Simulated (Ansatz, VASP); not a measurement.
# One calculation of Al, two programs

```
Al
1.0
     2.83178    0.00000    0.00000
    -1.41589    2.45239    0.00000
     0.00000    0.00000    9.20127
Al
4
Direct
  0.00770 0.99596 0.00119
  0.33952 0.66890 0.24984
  0.99889 0.00017 0.49987
  0.67292 0.33890 0.75096
```

Alike in both runs: task single point; functional r2SCAN; k mesh 6 × 6 × 2; occupations fermi-dirac, width 0.15 eV; no spin polarisation.

```csv
,VASP,Ansatz
version,VASP 6.6.1,Ansatz 0.2.0
potentials or method,"VASP PAW PBE potentials, release 64 (Al), cutoff 520 eV","plane waves, PAW"
valence electrons in the cell,12,12
```

VASP gave:

```
pressure (GPa)                                                : 0.1
traceless stress, the component that is largest in VASP (GPa) : 1.67
rms of the force components (eV/Å)                            : 0.027
```

Question: Which values does Ansatz return?

Answer: Pressure (GPa): 0.4; traceless stress, the component that is largest in VASP (GPa): 1.68; rms of the force components (eV/Å): 0.027.

VASP's potentials were made for PBE, not for r2SCAN. Atom by atom the forces differ by 0.000 eV/Å (rms over components). Ansatz's warnings: stress scf threshold loose.

The k mesh is coarse, so the values compare programs but aren't converged.
